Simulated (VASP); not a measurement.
# Ag (Fm-3m) in VASP: notebook, part 2 of 2

VASP 6.6.1. Earlier steps stand in the parts before.

**3. Single point, PBEsol (equal strain along all axes, cell held: -3.0 %)**

File INCAR:

```
SYSTEM = Ag
PREC     = Accurate       ! precision mode
ENCUT    = 520            ! plane-wave cutoff, eV
EDIFF    = 1E-7           ! SCF threshold, eV
ISMEAR   = 0              ! smearing method
SIGMA    = 0.1            ! smearing width, eV
LREAL    = .FALSE.        ! projectors in reciprocal space
LASPH    = .TRUE.         ! aspherical terms in the spheres
NELM     = 60             ! most SCF steps
ALGO     = Fast           ! electronic algorithm
ISIF     = 2              ! what is computed and relaxed
LWAVE    = .FALSE.        ! write WAVECAR
LCHARG   = .FALSE.        ! write CHGCAR
GGA      = PS             ! functional
NBANDS   = 18             ! bands
```

File KPOINTS:

```
regular mesh
0
G
  18 18 14
  0 0 0
```

File POSCAR:

```
Ag
1.0
    1.9664015293      1.9664015293      0.0000000000
   -1.9664015293      1.9664015293      0.0000000000
    0.0000000000      0.0000000000      3.9328030586
Ag
2
Direct
    0.0000000000      0.0000000000      0.0000000000
    0.5000000000      0.5000000000      0.5000000000
```

Potentials or basis: VASP PAW PBE potentials, release 64 (Ag).

Run with:

```console
> cat potpaw_PBE.64/Ag/POTCAR > POTCAR
> mpirun -np 1 vasp_std > vasp.out
```

Wall time 5.1 min (1 thread of Intel Xeon 8259CL, shared host); peak memory 0.31 GiB.

The run converged. Its results:

```
Free energy            : -6.5098 eV
Pressure               : 13.6 GPa
Band gap on the k mesh : zero (bands 11 and 12 overlap by 9.89 eV)
```

Levels at points of the mesh, in eV from the Fermi level:
```csv
k point,band 9,band 10,band 11,band 12,band 13,band 14
"(0.00, 0.00, 0.00)",-3.07,-2.78,-2.78,1.37,7.60,11.12
"(0.50, 0.00, 0.00)",-4.02,-4.02,-0.50,-0.50,10.04,10.04
"(0.50, 0.50, 0.00)",-2.78,-2.78,1.37,1.37,7.60,7.60
"(0.00, 0.00, 0.50)",-4.21,-4.21,-3.56,-3.56,15.61,15.61
"(0.50, 0.00, 0.50)",-3.04,-3.04,-0.85,-0.85,4.21,4.21
"(0.50, 0.50, 0.50)",-2.78,-2.78,6.33,6.33,6.33,6.33
```

Caveat: the cell differs from its parent crystal (equal strain along all axes, cell held: -3.0 %); the cell stands under pressure; the PAW data sets were made with another functional, which shifts forces and pressure a little.

**4. Single point, PBEsol (equal strain along all axes, cell held: -1.5 %)**

File INCAR:

```
SYSTEM = Ag
PREC = Accurate ; ENCUT = 520
EDIFF = 1E-7 ; ISMEAR = 0
SIGMA = 0.1 ; LREAL = .False.
LASPH = .True. ; NELM = 60
ALGO = Fast ; ISIF = 2
LWAVE = .False. ; LCHARG = .True.
GGA = PS ; LELF = .True.
LVHAR = .True. ; NBANDS = 18
```

File KPOINTS:

```
regular mesh
0
Gamma
  18 18 14
  0 0 0
```

File POSCAR:

```
Ag
1.0
    1.9968098004      1.9968098004      0.0000000000
   -1.9968098004      1.9968098004      0.0000000000
    0.0000000000      0.0000000000      3.9936196007
Ag
2
Direct
    0.0000000000      0.0000000000      0.0000000000
    0.5000000000      0.5000000000      0.5000000000
```

Run with:

```console
> cat potpaw_PBE.64/Ag/POTCAR > POTCAR
> mpirun -np 1 vasp_std > vasp.out
```

Wall time 4.9 min (1 thread of Intel Xeon 8259CL, shared host); peak memory 0.32 GiB.

Results (log left out):

| Property | Result |
| --- | --- |
| Free energy | -6.5958 eV |
| Pressure | 5.8 GPa |
| Band gap on the k mesh | zero (bands 11 and 12 overlap by 9.63 eV) |

Levels at points of the mesh, in eV from the Fermi level:
| k point | band 8 | band 9 | band 10 | band 11 | band 12 | band 13 | band 14 | band 15 |
| --- | --- | --- | --- | --- | --- | --- | --- | --- |
| (0.00, 0.00, 0.00) | -3.89 | -3.02 | -2.76 | -2.76 | 1.43 | 7.23 | 10.91 | 10.91 |
| (0.50, 0.00, 0.00) | -4.34 | -3.89 | -3.89 | -0.53 | -0.53 | 9.71 | 9.71 | 9.74 |
| (0.50, 0.50, 0.00) | -2.76 | -2.76 | -2.76 | 1.43 | 1.43 | 7.23 | 7.23 | 10.91 |
| (0.00, 0.00, 0.50) | -4.09 | -4.04 | -4.04 | -3.47 | -3.47 | 15.20 | 15.20 | 15.20 |
| (0.50, 0.00, 0.50) | -2.99 | -2.99 | -2.99 | -0.69 | -0.69 | 3.94 | 3.94 | 15.32 |
| (0.50, 0.50, 0.50) | -3.90 | -2.75 | -2.75 | 6.15 | 6.15 | 6.15 | 6.15 | 7.39 |

Caveat: the cell differs from its parent crystal (equal strain along all axes, cell held: -1.5 %); the cell stands under pressure; the PAW data sets were made with another functional, which shifts forces and pressure a little.

**5. Single point, PBEsol (equal strain along all axes, cell held: +1.5 %)**

File INCAR:

```
ALGO     = Fast           # electronic algorithm
EDIFF    = 1E-6           # SCF threshold, eV
ENCUT    = 520            # plane-wave cutoff, eV
GGA      = PS             # functional
ISIF     = 2              # what is computed and relaxed
ISMEAR   = 0              # smearing method
LASPH    = True           # aspherical terms in the spheres
LCHARG   = False          # write CHGCAR
LREAL    = False          # projectors in reciprocal space
LWAVE    = False          # write WAVECAR
NBANDS   = 18             # bands
NELM     = 60             # most SCF steps
PREC     = Accurate       # precision mode
SIGMA    = 0.1            # smearing width, eV
```

File KPOINTS:

```
k-points
0
Gamma
  18 18 14
```

File POSCAR:

```
Ag
1.0
    2.0576263425      2.0576263425      0.0000000000
   -2.0576263425      2.0576263425      0.0000000000
    0.0000000000      0.0000000000      4.1152526850
Ag
2
Direct
    0.0000000000      0.0000000000      0.0000000000
    0.5000000000      0.5000000000      0.5000000000
```

Run with:

```console
> cat potpaw_PBE.64/Ag/POTCAR > POTCAR
> mpirun -np 1 vasp_std > vasp.out
```

Wall time 3.8 min (1 thread of Intel Xeon 8259CL, shared host); peak memory 0.33 GiB.

It converged, with:

- Free energy: -6.5961 eV
- Pressure: -4.9 GPa
- Band gap on the k mesh: zero (bands 11 and 12 overlap by 9.16 eV)

Levels at points of the mesh, in eV from the Fermi level:
```
           k point  band 9  band 10  band 11  band 12  band 13  band 14
(0.00, 0.00, 0.00)   -2.95    -2.72    -2.72     1.55     6.54    10.48
(0.50, 0.00, 0.00)   -3.69    -3.69    -0.58    -0.58     9.10     9.10
(0.50, 0.50, 0.00)   -2.72    -2.72     1.55     1.55     6.54     6.54
(0.00, 0.00, 0.50)   -3.75    -3.75    -3.33    -3.33    14.40    14.40
(0.50, 0.00, 0.50)   -2.92    -2.92    -0.41    -0.41     3.46     3.46
(0.50, 0.50, 0.50)   -2.72    -2.72     5.82     5.82     5.82     5.82
```

Caveat: the cell differs from its parent crystal (equal strain along all axes, cell held: +1.5 %); the cell stands under tension; the PAW data sets were made with another functional, which shifts forces and pressure a little.

**6. Single point, PBEsol (equal strain along all axes, cell held: +3.0 %)**

File INCAR:

```
SYSTEM = Ag
  PREC = Accurate
  ENCUT = 520
  EDIFF = 1E-6
  ISMEAR = 0
  SIGMA = 0.1
  LREAL = .FALSE.
  LASPH = .TRUE.
  NELM = 100
  ALGO = Fast
  ISIF = 2
  LWAVE = .FALSE.
  LCHARG = .FALSE.
  GGA = PS
  NBANDS = 18
```

File KPOINTS:

```
regular mesh
0
G
  18 18 14
  0 0 0
```

File POSCAR:

```
Ag
1.0
    2.0880346136      2.0880346136      0.0000000000
   -2.0880346136      2.0880346136      0.0000000000
    0.0000000000      0.0000000000      4.1760692272
Ag
2
Direct
    0.0000000000      0.0000000000      0.0000000000
    0.5000000000      0.5000000000      0.5000000000
```

Potentials or basis: VASP PAW PBE potentials, release 64 (Ag).

Run with:

```console
> cat potpaw_PBE.64/Ag/POTCAR > POTCAR
> mpirun -np 1 vasp_std > vasp.out
```

It took 4.6 min on 1 thread of Intel Xeon 8259CL, shared host; peak memory 0.34 GiB.

Results (log left out):

| Item | Value |
| --- | --- |
| Free energy | -6.5316 eV |
| Pressure | -8.3 GPa |
| Band gap on the k mesh | zero (bands 11 and 12 overlap by 8.95 eV) |

Levels at points of the mesh, in eV from the Fermi level:
```
           k point  band 8  band 9  band 10  band 11  band 12  band 13  band 14  band 15
(0.00, 0.00, 0.00)   -3.61   -2.92    -2.71    -2.71     1.61     6.22    10.27    10.27
(0.50, 0.00, 0.00)   -3.95   -3.60    -3.60    -0.60    -0.60     8.82     8.82     8.86
(0.50, 0.50, 0.00)   -2.71   -2.71    -2.71     1.61     1.61     6.22     6.22    10.27
(0.00, 0.00, 0.50)   -3.76   -3.62    -3.62    -3.28    -3.28    14.02    14.02    14.02
(0.50, 0.00, 0.50)   -2.90   -2.90    -2.90    -0.28    -0.28     3.23     3.23    15.06
(0.50, 0.50, 0.50)   -3.60   -2.71    -2.71     5.67     5.67     5.67     5.67     6.49
```

Caveat: the cell differs from its parent crystal (equal strain along all axes, cell held: +3.0 %); the cell stands under tension; the PAW data sets were made with another functional, which shifts forces and pressure a little.

**7. Single point, PBEsol (equal strain along all axes, cell held: +4.5 %)**

File INCAR:

```
ALGO = Fast
EDIFF = 1E-6
ENCUT = 520
GGA = PS
ISIF = 2
ISMEAR = 0
LASPH = T
LCHARG = F
LREAL = F
LWAVE = F
NBANDS = 18
NELM = 60
PREC = Accurate
SIGMA = 0.1
```

File KPOINTS:

```
k-points
0
Gamma
  18 18 14
```

File POSCAR:

```
Ag
1.0
    2.1184428847      2.1184428847      0.0000000000
   -2.1184428847      2.1184428847      0.0000000000
    0.0000000000      0.0000000000      4.2368857693
Ag
2
Direct
    0.0000000000      0.0000000000      0.0000000000
    0.5000000000      0.5000000000      0.5000000000
```

Run with:

```console
> cat potpaw_PBE.64/Ag/POTCAR > POTCAR
> mpirun -np 1 vasp_std > vasp.out
```

Wall time 3.5 min (1 thread of Intel Xeon 8259CL, shared host); peak memory 0.35 GiB.

The run converged. Its results:

| Property | Result |
| --- | --- |
| Free energy | -6.4353 eV |
| Pressure | -10.7 GPa |
| Band gap on the k mesh | zero (bands 11 and 12 overlap by 8.75 eV) |

Levels at points of the mesh, in eV from the Fermi level:
| k point | band 8 | band 9 | band 10 | band 11 | band 12 | band 13 | band 14 | band 15 |
| --- | --- | --- | --- | --- | --- | --- | --- | --- |
| (0.00, 0.00, 0.00) | -3.54 | -2.90 | -2.71 | -2.71 | 1.65 | 5.91 | 10.06 | 10.06 |
| (0.50, 0.00, 0.00) | -3.84 | -3.53 | -3.53 | -0.62 | -0.62 | 8.55 | 8.55 | 8.59 |
| (0.50, 0.50, 0.00) | -2.71 | -2.71 | -2.71 | 1.65 | 1.65 | 5.91 | 5.91 | 10.06 |
| (0.00, 0.00, 0.50) | -3.67 | -3.50 | -3.50 | -3.23 | -3.23 | 13.64 | 13.64 | 13.64 |
| (0.50, 0.00, 0.50) | -2.88 | -2.88 | -2.88 | -0.16 | -0.16 | 3.02 | 3.02 | 14.94 |
| (0.50, 0.50, 0.50) | -3.52 | -2.71 | -2.71 | 5.52 | 5.52 | 5.52 | 5.52 | 6.21 |

Caveat: the cell differs from its parent crystal (equal strain along all axes, cell held: +4.5 %); the cell stands under tension; the PAW data sets were made with another functional, which shifts forces and pressure a little.

**8. The runs side by side**

| cell | further INCAR settings | gap on the mesh (eV) | pressure (GPa) |
| --- | --- | --- | --- |
| a = 2.738, b = 2.738, c = 3.872 Å, 2 atoms | ALGO = Fast; EDIFF = 1e-06; NBANDS = 18 | none | 23.8 |
| a = 2.781, b = 2.781, c = 3.933 Å, 2 atoms | ALGO = Fast; EDIFF = 1e-07; NBANDS = 18 | none | 13.6 |
| a = 2.824, b = 2.824, c = 3.994 Å, 2 atoms | ALGO = Fast; EDIFF = 1e-07; NBANDS = 18 | none | 5.8 |
| a = 2.910, b = 2.910, c = 4.115 Å, 2 atoms | ALGO = Fast; EDIFF = 1e-06; NBANDS = 18 | none | -4.9 |
| a = 2.953, b = 2.953, c = 4.176 Å, 2 atoms | ALGO = Fast; EDIFF = 1e-06; NBANDS = 18 | none | -8.3 |
| a = 2.996, b = 2.996, c = 4.237 Å, 2 atoms | ALGO = Fast; EDIFF = 1e-06; NBANDS = 18 | none | -10.7 |

Alike in all rows: task single point; level PBEsol; potentials or basis VASP PAW PBE potentials, release 64 (Ag); no spin polarisation; k mesh 18 × 18 × 14; cutoff (eV) 520; smearing gaussian 0.1 eV.

Caveats: the PAW data sets were made with another functional, which shifts forces and pressure a little; the cell stands under pressure (at least some runs); the cell stands under tension (at least some runs).

Absolute energies hang on the potentials; compare differences alone.
